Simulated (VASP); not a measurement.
Here is a VASP 6.6.1 calculation.

Contents of INCAR:

```
SYSTEM = AlN
  ALGO = Normal
  EDIFF = 1E-6
  ENCUT = 520
  GGA = PE
  ISIF = 2
  ISMEAR = 0
  LASPH = .True.
  LCHARG = .False.
  LREAL = .False.
  LWAVE = .False.
  NBANDS = 16
  NELM = 60
  PREC = Accurate
  SIGMA = 0.05
```

The input KPOINTS:

```
k-points
0
Gamma
  9 9 6
  0 0 0
```

The input POSCAR:

```
AlN
1.0
    3.1298889828      0.0000000000      0.0000000000
   -1.5649444914      2.7105633702      0.0000000000
    0.0000000000      0.0000000000      4.4149000000
Al N
2 2
Direct
    0.3333333333      0.6666666667     -0.0195924721
    0.6666666667      0.3333333333      0.4804075279
    0.3333333333      0.6666666667      0.4045924721
    0.6666666667      0.3333333333      0.9045924721
```

Potentials or basis: VASP PAW PBE potentials, release 64 (Al, N).

Command:

```sh
$ cat potpaw_PBE.64/Al/POTCAR potpaw_PBE.64/N/POTCAR > POTCAR
$ mpirun -np 1 vasp_std > vasp.out
```

(1) Estimate the pressure.

(2) Predict the band gap on the k mesh.

Answers

(1) 25.1 GPa.

(2) 4.18 eV, direct.
